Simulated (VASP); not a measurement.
Runs of VASP 6.6.1 on V. The structure is that of space group Im-3m (No. 229), or close to it. The cells are those of the table. 

```tsv
task	cell	cutoff (eV)	gap on the mesh (eV)	pressure (GPa)	moment (μB)
single point	a = 2.647 Å, angles 110.3, 110.3, 107.9°, 1 atom	500	none	-15.8	0.00
single point	a = 2.638 Å, angles 110.0°, 1 atom	500	none	-11.7	0.00
single point	a = 2.638 Å, angles 110.0, 110.0, 108.4°, 1 atom	500	none	-14.6	0.00
single point	a = 2.612 Å, angles 109.2°, 1 atom	500	none	-11.7	0.00
electric field gradients	a = 2.603 Å, angles 109.7, 109.7, 108.9°, 1 atom	400	none	(a)	0.00
```

Alike in all rows: level PBEsol; potentials or basis VASP PAW PBE potentials, release 64 (V_sv); spin collinear, ferromagnetic start; k mesh 19 × 19 × 19; smearing fermi-dirac 0.03 eV.

**Question.** Fill in the values left out.

**Answer.** (a) -9.9.

Caveats: the cell stands under tension; the moments typed at the start vanished in this run; the PAW data sets were made with another functional, which shifts forces and pressure a little.

A gap of «none» marks levels without a gap at the run's occupations.
